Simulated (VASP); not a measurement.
The system is FeCo.

```
Fe Co
1.0
     0.00000    2.84552    2.84552
     2.84552    0.00000    2.84552
     2.84552    2.84552    0.00000
Fe Co
2 2
Direct
  0.25000 0.25000 0.25000
  0.75000 0.75000 0.75000
  0.00000 0.00000 0.00000
  0.50000 0.50000 0.50000
```

Base run:

```yaml
Program: VASP 6.6.1
Functional: PBE
Potentials_or_basis: VASP PAW PBE potentials, release 64 (Fe, Co)
Cutoff: 600 eV
k_mesh: 10 × 10 × 10
Occupations: gaussian, width 0.05 eV
Spin: collinear spin, ferromagnetic start
Starting_moments: "[2.5, 2.5, 1.5, 1.5] μB"
```

Its results: pressure -0.6 GPa; net moment 9.08 μB per cell; site moments Fe +2.79; Co +1.77 μB.

Q: The run is repeated on the same cell with these changes: spin from collinear spin, ferromagnetic start to collinear spin, antiferromagnetic start; moments at the start from [2.5, 2.5, 1.5, 1.5] to [2.5, -2.5, 1.5, -1.5]. What comes out?

A: Pressure -6.0 GPa; net moment 0.00 μB per cell; site moments Fe +2.84, -2.84; Co +0.00, -0.00 μB.

Caveats: the cell stands under tension (at least some runs); the antiferromagnetic order is the one typed at the start, and another may lie lower (at least some runs).
